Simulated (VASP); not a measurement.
# MgO in VASP: notebook, part 2 of 2

VASP 6.6.1.

**4. Single point, r2SCAN**

This run uses another cell than the first one, of 9.29 Å³/atom.

The input, POSCAR:

```
MgO
1.0
    2.1022009534      2.1022009534      0.0000000000
   -2.1022009534      2.1022009534      0.0000000000
    0.0000000000      0.0000000000      4.2044019069
Mg O
2 2
Direct
    0.0000000000      0.0000000000      0.0000000000
    0.5000000000      0.5000000000      0.5000000000
    0.5000000000      0.5000000000      0.0000000000
    0.0000000000      0.0000000000      0.5000000000
```

The input, INCAR.step1:

```
PREC = Accurate
ENCUT = 520
ISMEAR = 0
SIGMA = 0.02
LREAL = False
LASPH = True
NELM = 60
NBANDS = 16
GGA = PE
ALGO = Normal
EDIFF = 1E-4
LWAVE = True
LCHARG = False
```

The input, INCAR.step2:

```
PREC = Accurate
ENCUT = 520
EDIFF = 1E-6
ISMEAR = 0
SIGMA = 0.02
LREAL = False
LASPH = True
NELM = 60
ALGO = Normal
ISIF = 2
LWAVE = False
LCHARG = True
METAGGA = R2SCAN
LMIXTAU = True
LELF = True
LVHAR = True
NBANDS = 16
ISTART = 1
```

The input, KPOINTS:

```
Automatic mesh
0
Gamma
  8 8 6
```

Potentials or basis: VASP PAW PBE potentials, release 64 (Mg, O).

On the command line:

```bash
$ cat potpaw_PBE.64/Mg/POTCAR potpaw_PBE.64/O/POTCAR > POTCAR
$ cp INCAR.step1 INCAR
$ mpirun -np 1 vasp_std > vasp.out
$ cp INCAR.step2 INCAR
$ mpirun -np 1 vasp_std > vasp.out
```

OUTCAR:

```text
PREC = Accurate
   ENCUT = 520
   EDIFF = 1E-6
   ISMEAR = 0
   LREAL = False
   LASPH = True
   NELM = 60
   ISIF = 2
   METAGGA = R2SCAN
   ISTART = 1

 ion  position               nearest neighbor table
   1  0.000  0.000  0.000-   3 2.10   3 2.10   3 2.10   3 2.10   4 2.10   4 2.10   2 2.97   2 2.97
                             2 2.97   2 2.97   2 2.97   2 2.97   2 2.97   2 2.97
   2  0.500  0.500  0.500-   4 2.10   4 2.10   4 2.10   4 2.10   3 2.10   3 2.10   1 2.97   1 2.97
                             1 2.97   1 2.97   1 2.97   1 2.97   1 2.97   1 2.97
   3  0.500  0.500  0.000-   1 2.10   1 2.10   1 2.10   1 2.10   2 2.10   2 2.10
   4  0.000  0.000  0.500-   2 2.10   2 2.10   2 2.10   2 2.10   1 2.10   1 2.10

  LATTYP: Found a simple tetragonal cell.
 ALAT       =     2.9729610991
 C/A-ratio  =     1.4142135624

  Lattice vectors:

 A1 = (   2.1022009534,   2.1022009534,   0.0000000000)
 A2 = (  -2.1022009534,   2.1022009534,   0.0000000000)
 A3 = (   0.0000000000,   0.0000000000,   4.2044019069)

Analysis of symmetry for initial positions (statically):
[... 195 lines left out ...]

 val. band max:        2.8167040529   @ k =   0.0000   0.0000   0.0000
 cond. band min:       8.4753325206   @ k =   0.0000   0.0000   0.0000
 fundamental gap:      5.6586284677
 Fermi energy:         2.9731902626

 k-point     1 :       0.0000    0.0000    0.0000
  band No.  band energies     occupation
      1     -15.4123      2.00000
      2     -13.8990      2.00000
      3      -1.3068      2.00000
      4       1.4342      2.00000
      5       1.4342      2.00000
      6       2.8161      2.00000
[... 433 lines left out ...]
      3      -1.0213      2.00000
      4      -1.0213      2.00000
      5       1.1825      2.00000
      6       1.1825      2.00000
[... 8 lines left out ...]
     15      21.1806      0.00000
     16      21.1806      0.00000

 [... further k-points ...]

------------------------ aborting loop because EDIFF is reached ----------------------------------------

  FORCE on cell =-STRESS in cart. coord.  units (eV):
  Direction    XX          YY          ZZ          XY          YZ          ZX
  --------------------------------------------------------------------------------------
  -------------------------------------------------------------------------------------
  Total       -0.2627892     -0.2627892     -0.2731991      0.0000000      0.0000000      0.0000000
  in kB      -11.3301448    -11.3301448    -11.7789645      0.0000000      0.0000000      0.0000000
  external PRESSURE =     -11.4797514 kB  Pullay stress =       0.0000000 kB

 VOLUME and BASIS-vectors are now :
 -----------------------------------------------------------------------------
  energy-cutoff  :      520.00
  volume of cell :       37.16
      direct lattice vectors                 reciprocal lattice vectors
     2.102200953  2.102200953  0.000000000     0.237845958  0.237845958  0.000000000
    -2.102200953  2.102200953  0.000000000    -0.237845958  0.237845958  0.000000000
     0.000000000  0.000000000  4.204401907     0.000000000  0.000000000  0.237845958

 POSITION                                       TOTAL-FORCE (eV/Angst)
 -----------------------------------------------------------------------------------
      0.00000      0.00000      0.00000        -0.000000      0.000000      0.000000
      0.00000      2.10220      2.10220        -0.000000      0.000000      0.000000
      0.00000      2.10220      0.00000         0.000000     -0.000000     -0.000000
      0.00000      0.00000      2.10220        -0.000000     -0.000000      0.000000
 -----------------------------------------------------------------------------------
    total drift:                                0.000000     -0.000000     -0.000000

  FREE ENERGIE OF THE ION-ELECTRON SYSTEM (eV)
  ---------------------------------------------------
  free  energy   TOTEN  =       -32.3224179245 eV

  energy  without entropy=      -32.3224179245  energy(sigma->0) =      -32.32241792
```

OSZICAR.step1:

```text
N       E                     dE             d eps       ncg     rms          rms(c)
DAV:   1     0.449766079537E+02    0.44977E+02   -0.81568E+03  2112   0.908E+02
DAV:   2    -0.245070014557E+02   -0.69484E+02   -0.64800E+02  2560   0.190E+02
DAV:   3    -0.269202449516E+02   -0.24132E+01   -0.24093E+01  2344   0.340E+01
DAV:   4    -0.269280209824E+02   -0.77760E-02   -0.77758E-02  2328   0.226E+00
DAV:   5    -0.269280525830E+02   -0.31601E-04   -0.31600E-04  2360   0.141E-01    0.102E+01
DAV:   6    -0.238339661488E+02    0.30941E+01   -0.78962E+00  1920   0.224E+01    0.308E+00
DAV:   7    -0.238167431453E+02    0.17223E-01   -0.14001E-01  1976   0.301E+00    0.194E+00
DAV:   8    -0.238068936936E+02    0.98495E-02   -0.60355E-02  1952   0.276E+00    0.431E-01
DAV:   9    -0.238054170549E+02    0.14766E-02   -0.10215E-03  2480   0.313E-01    0.221E-01
DAV:  10    -0.238052383638E+02    0.17869E-03   -0.17922E-03  2032   0.337E-01    0.420E-02
DAV:  11    -0.238052267494E+02    0.11614E-04   -0.35068E-05  1096   0.585E-02
   1 F= -.23805227E+02 E0= -.23805227E+02  d E =-.227629E-18
```

It took 4.8 min on 1 thread of AMD EPYC 7R13, shared host; peak memory 0.14 GiB.

What came out:

| Property | Result |
| --- | --- |
| Free energy | -32.3224 eV |
| Pressure | -1.1 GPa |
| Band gap on the k mesh | 5.66 eV |

Levels at points of the mesh, in eV from the valence-band top:
| k point | band 6 | band 7 | band 8 | band 9 | band 10 | band 11 |
| --- | --- | --- | --- | --- | --- | --- |
| (0.00, 0.00, 0.00) | 0.00 | 0.00 | 0.00 | 5.66 | 10.04 | 11.12 |
| (0.50, 0.00, 0.00) | -2.02 | -0.68 | -0.68 | 10.50 | 10.50 | 12.86 |
| (0.50, 0.50, 0.00) | -1.38 | -1.38 | -1.38 | 10.04 | 10.04 | 11.12 |
| (0.00, 0.00, 0.50) | -0.75 | -0.75 | -0.75 | 9.07 | 9.07 | 12.14 |
| (0.50, 0.00, 0.50) | -0.68 | -0.68 | -0.68 | 8.83 | 8.83 | 13.87 |
| (0.50, 0.50, 0.50) | -2.98 | -1.79 | -1.79 | 12.73 | 12.73 | 12.73 |

Caveat: the PAW data sets were made with another functional, which shifts forces and pressure a little.

**5. Single point, r2SCAN**

This run uses another cell than the first one, of 9.29 Å³/atom.

POSCAR is that of step 4.

The input, INCAR.step1:

```
SYSTEM = MgO
PREC = Accurate
ENCUT = 520
ISMEAR = 0
SIGMA = 0.02
LREAL = .False.
LASPH = .True.
NELM = 80
NBANDS = 16
GGA = PE
ALGO = Normal
EDIFF = 1E-4
LWAVE = .True.
LCHARG = .False.
```

The input, INCAR.step2:

```
SYSTEM = MgO
PREC = Accurate
ENCUT = 520
EDIFF = 1E-6
ISMEAR = 0
SIGMA = 0.02
LREAL = .False.
LASPH = .True.
NELM = 80
ALGO = Normal
ISIF = 2
LWAVE = .False.
LCHARG = .False.
METAGGA = R2SCAN
LMIXTAU = .True.
NBANDS = 16
ISTART = 1
```

The input, KPOINTS:

```
Automatic mesh
0
Gamma
  8 8 6
  0 0 0
```

Potentials or basis: VASP PAW PBE potentials, release 64 (Mg, O).

On the command line:

```bash
$ cat potpaw_PBE.64/Mg/POTCAR potpaw_PBE.64/O/POTCAR > POTCAR
$ cp INCAR.step1 INCAR
$ mpirun -np 1 vasp_std > vasp.out
$ cp INCAR.step2 INCAR
$ mpirun -np 1 vasp_std > vasp.out
```

OUTCAR:

```text
SYSTEM = MgO
   PREC = Accurate
   ENCUT = 520
   EDIFF = 1E-6
   ISMEAR = 0
   LREAL = .False.
   LASPH = .True.
   NELM = 80
   ISIF = 2
   METAGGA = R2SCAN
   ISTART = 1

 ion  position               nearest neighbor table
   1  0.000  0.000  0.000-   3 2.10   3 2.10   3 2.10   3 2.10   4 2.10   4 2.10   2 2.97   2 2.97
                             2 2.97   2 2.97   2 2.97   2 2.97   2 2.97   2 2.97
   2  0.500  0.500  0.500-   4 2.10   4 2.10   4 2.10   4 2.10   3 2.10   3 2.10   1 2.97   1 2.97
                             1 2.97   1 2.97   1 2.97   1 2.97   1 2.97   1 2.97
   3  0.500  0.500  0.000-   1 2.10   1 2.10   1 2.10   1 2.10   2 2.10   2 2.10
   4  0.000  0.000  0.500-   2 2.10   2 2.10   2 2.10   2 2.10   1 2.10   1 2.10

  LATTYP: Found a simple tetragonal cell.
 ALAT       =     2.9729610991
 C/A-ratio  =     1.4142135624

  Lattice vectors:

 A1 = (   2.1022009534,   2.1022009534,   0.0000000000)
 A2 = (  -2.1022009534,   2.1022009534,   0.0000000000)
 A3 = (   0.0000000000,   0.0000000000,   4.2044019069)

Analysis of symmetry for initial positions (statically):
=====================================================================
 Subroutine PRICEL returns following result:

  LATTYP: Found a face centered cubic cell.
 ALAT       =     4.2044019068
[... 195 lines left out ...]

 k-point     1 :       0.0000    0.0000    0.0000
  band No.  band energies     occupation
      1     -15.4123      2.00000
      2     -13.8990      2.00000
      3      -1.3068      2.00000
      4       1.4342      2.00000
      5       1.4342      2.00000
      6       2.8161      2.00000
[... 433 lines left out ...]
      3      -1.0213      2.00000
      4      -1.0213      2.00000
      5       1.1825      2.00000
      6       1.1825      2.00000
[... 8 lines left out ...]
     15      21.1806      0.00000
     16      21.1806      0.00000

 [... further k-points ...]

------------------------ aborting loop because EDIFF is reached ----------------------------------------

  FORCE on cell =-STRESS in cart. coord.  units (eV):
  Direction    XX          YY          ZZ          XY          YZ          ZX
  --------------------------------------------------------------------------------------
  -------------------------------------------------------------------------------------
  Total       -0.2627892     -0.2627892     -0.2731991      0.0000000      0.0000000      0.0000000
  in kB      -11.3301448    -11.3301448    -11.7789645      0.0000000      0.0000000      0.0000000
  external PRESSURE =     -11.4797514 kB  Pullay stress =       0.0000000 kB

 VOLUME and BASIS-vectors are now :
 -----------------------------------------------------------------------------
  energy-cutoff  :      520.00
  volume of cell :       37.16
      direct lattice vectors                 reciprocal lattice vectors
     2.102200953  2.102200953  0.000000000     0.237845958  0.237845958  0.000000000
    -2.102200953  2.102200953  0.000000000    -0.237845958  0.237845958  0.000000000
     0.000000000  0.000000000  4.204401907     0.000000000  0.000000000  0.237845958

 POSITION                                       TOTAL-FORCE (eV/Angst)
 -----------------------------------------------------------------------------------
      0.00000      0.00000      0.00000        -0.000000      0.000000      0.000000
      0.00000      2.10220      2.10220        -0.000000      0.000000      0.000000
      0.00000      2.10220      0.00000         0.000000     -0.000000     -0.000000
      0.00000      0.00000      2.10220        -0.000000     -0.000000      0.000000
 -----------------------------------------------------------------------------------
    total drift:                                0.000000     -0.000000     -0.000000

  FREE ENERGIE OF THE ION-ELECTRON SYSTEM (eV)
  ---------------------------------------------------
  free  energy   TOTEN  =       -32.3224179245 eV

  energy  without entropy=      -32.3224179245  energy(sigma->0) =      -32.32241792
```

Wall time 4.1 min (1 thread of AMD EPYC 7R13, shared host); peak memory 0.15 GiB.

What came out:

```yaml
Free_energy: -32.3224 eV
Pressure: -1.1 GPa
Band_gap_on_the_k_mesh: 5.66 eV
```

Caveat: the PAW data sets were made with another functional, which shifts forces and pressure a little.

**6. Single point, r2SCAN (biaxial strain in the a-b plane: +1.0 %, then relaxed in part)**

The input, POSCAR:

```
MgO
1.0
    2.1232229630      2.1232229630      0.0000000000
   -2.1232229630      2.1232229630      0.0000000000
    0.0000000000      0.0000000000      4.1795251444
Mg O
2 2
Direct
    0.0000000000      0.0000000000      0.0000000000
    0.5000000000      0.5000000000      0.5000000000
    0.5000000000      0.5000000000      0.0000000000
    0.0000000000      0.0000000000      0.5000000000
```

The input, INCAR.step1:

```
PREC = Accurate
ENCUT = 520
ISMEAR = 0
SIGMA = 0.02
LREAL = False
LASPH = True
NELM = 60
NBANDS = 16
GGA = PE
ALGO = Normal
EDIFF = 1E-4
LWAVE = True
LCHARG = False
```

The input, INCAR.step2:

```
PREC = Accurate
ENCUT = 520
EDIFF = 1E-6
ISMEAR = 0
SIGMA = 0.02
LREAL = False
LASPH = True
NELM = 60
ALGO = Normal
ISIF = 2
LWAVE = False
LCHARG = False
METAGGA = R2SCAN
LMIXTAU = True
NBANDS = 16
ISTART = 1
```

The input, KPOINTS:

```
Automatic mesh
0
Gamma
  8 8 6
```

Potentials or basis: VASP PAW PBE potentials, release 64 (Mg, O).

On the command line:

```bash
$ cat potpaw_PBE.64/Mg/POTCAR potpaw_PBE.64/O/POTCAR > POTCAR
$ cp INCAR.step1 INCAR
$ mpirun -np 1 vasp_std > vasp.out
$ cp INCAR.step2 INCAR
$ mpirun -np 1 vasp_std > vasp.out
```

It took 2.9 min on 1 thread of AMD EPYC 7R13, shared host; peak memory 0.14 GiB.

The run converged. Its results:

- Free energy: -32.3118 eV
- Pressure: -3.3 GPa
- Band gap on the k mesh: 5.50 eV

Stress tensor (GPa, compression positive):
```
-4.38  0.00  0.00
 0.00 -4.38  0.00
 0.00  0.00 -1.18
```

Levels at points of the mesh, in eV from the valence-band top:
| k point | band 6 | band 7 | band 8 | band 9 | band 10 | band 11 |
| --- | --- | --- | --- | --- | --- | --- |
| (0.00, 0.00, 0.00) | -0.04 | 0.00 | 0.00 | 5.50 | 9.89 | 10.94 |
| (0.50, 0.00, 0.00) | -2.00 | -0.69 | -0.69 | 10.33 | 10.33 | 12.86 |
| (0.50, 0.50, 0.00) | -1.40 | -1.30 | -1.30 | 10.07 | 10.07 | 10.96 |
| (0.00, 0.00, 0.50) | -0.78 | -0.78 | -0.78 | 8.90 | 8.90 | 12.03 |
| (0.50, 0.00, 0.50) | -0.69 | -0.66 | -0.66 | 8.73 | 8.73 | 13.69 |
| (0.50, 0.50, 0.50) | -2.93 | -1.82 | -1.82 | 12.63 | 12.63 | 12.63 |

Caveat: the cell differs from its parent crystal (biaxial strain in the a-b plane: +1.0 %, then relaxed in part); the cell stands under tension; the PAW data sets were made with another functional, which shifts forces and pressure a little.

**7. The runs side by side**

| cell | gap on the mesh (eV) | pressure (GPa) |
| --- | --- | --- |
| a = 2.943, b = 2.943, c = 4.231 Å, 4 atoms | 5.78 | 1.3 |
| a = 2.943, b = 2.943, c = 4.230 Å, 4 atoms | 5.78 | 1.4 |
| a = 2.973, b = 2.973, c = 4.204 Å, 4 atoms | 5.66 | -1.1 |
| a = 3.003, b = 3.003, c = 4.180 Å, 4 atoms | 5.50 | -3.3 |

Alike in all rows: task single point; level r2SCAN; potentials or basis VASP PAW PBE potentials, release 64 (Mg, O); no spin polarisation; k mesh 8 × 8 × 6; cutoff (eV) 520; smearing gaussian 0.02 eV.

Caveats: the PAW data sets were made with another functional, which shifts forces and pressure a little; the cell stands under tension (at least some runs).

Total energies depend on the potentials used, so only differences within one code and one set of settings carry meaning.
